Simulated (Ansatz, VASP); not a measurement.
# One calculation of KBr, two programs

```
K Br
1.0
     0.00000    3.34978    3.34978
     3.34978    0.00000    3.34978
     3.34978    3.34978    0.00000
K Br
1 1
Direct
  0.00000 0.00000 0.00000
  0.50000 0.50000 0.50000
```

Alike in both runs: functional PBE; k mesh 6 × 6 × 6; occupations gaussian, width 0.02 eV; no spin polarisation.

Ansatz relaxed the structure, and its values are those at the end. VASP's run is a single point on that final structure, the one shown.

|  | VASP | Ansatz |
| --- | --- | --- |
| version | VASP 6.6.1 | Ansatz 0.2.0 |
| potentials or method | VASP PAW PBE potentials, release 64 (K_sv, Br), cutoff 500 eV | scalar-relativistic, plane waves, PAW |
| valence electrons in the cell | 16 | 16 |

Ansatz gave:

```
gap on the k mesh at the Fermi level (eV) : 4.32
least direct gap on the mesh (eV)         : 4.32
pressure (GPa)                            : 0.0
```

Q: Estimate VASP's values.

A: gap on the k mesh at the Fermi level (eV): 4.32; least direct gap on the mesh (eV): 4.32; pressure (GPa): 0.1.
